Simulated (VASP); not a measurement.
# SiC: single point with LDA

Crystal: SiC.

```
Si C
1.0
     2.97238    0.00000    0.00000
    -1.48619    2.57415    0.00000
     0.00000    0.00000    4.87861
Si C
2 2
Direct
  0.33333 0.66667 0.00468
  0.66667 0.33333 0.50468
  0.33333 0.66667 0.38032
  0.66667 0.33333 0.88032
```

This cell differs from its parent crystal: volume 9.332 Å^3 an atom, c/a of the conventional cell 1.6413.

| Item | Value |
| --- | --- |
| Program | VASP 6.6.1 |
| Task | single point |
| Functional | LDA |
| Potentials or basis | VASP PAW LDA potentials, release 64 (Si, C) |
| Cutoff | 520 eV |
| k mesh | 12 × 12 × 6 |
| Occupations | gaussian, width 0.05 eV |
| Spin | no spin polarisation |

```json
{
 "Pressure": "23.0 GPa",
 "Band gap on the k mesh": "1.95 eV, indirect (least direct gap 4.08 eV)"
}
```

Stress tensor (GPa, compression positive):
```
23.18  0.00  0.00
 0.00 23.18  0.00
 0.00  0.00 22.73
```

Levels at points of the mesh, in eV from the valence-band top:
| k point | band 4 | band 5 | band 6 | band 7 | band 8 | band 9 | band 10 | band 11 | band 12 | band 13 |
| --- | --- | --- | --- | --- | --- | --- | --- | --- | --- | --- |
| (0.00, 0.00, 0.00) | -1.36 | -1.36 | -0.13 | 0.00 | 0.00 | 5.65 | 7.18 | 7.18 | 7.26 | 8.60 |
| (0.50, 0.00, 0.00) | -6.53 | -5.81 | -3.62 | -3.53 | -1.22 | 2.85 | 4.23 | 7.44 | 7.60 | 10.71 |
| (0.00, 0.00, 0.50) | -4.63 | -0.73 | -0.73 | -0.73 | -0.73 | 6.72 | 6.72 | 7.81 | 7.81 | 7.81 |
| (0.50, 0.00, 0.50) | -8.77 | -2.59 | -2.59 | -2.44 | -2.44 | 3.42 | 3.42 | 5.61 | 5.61 | 10.99 |

Wall time 84 s on 1 thread of AMD EPYC 7R13, on a shared host, peak memory 0.13 GiB.

 A k mesh can miss the band edges.
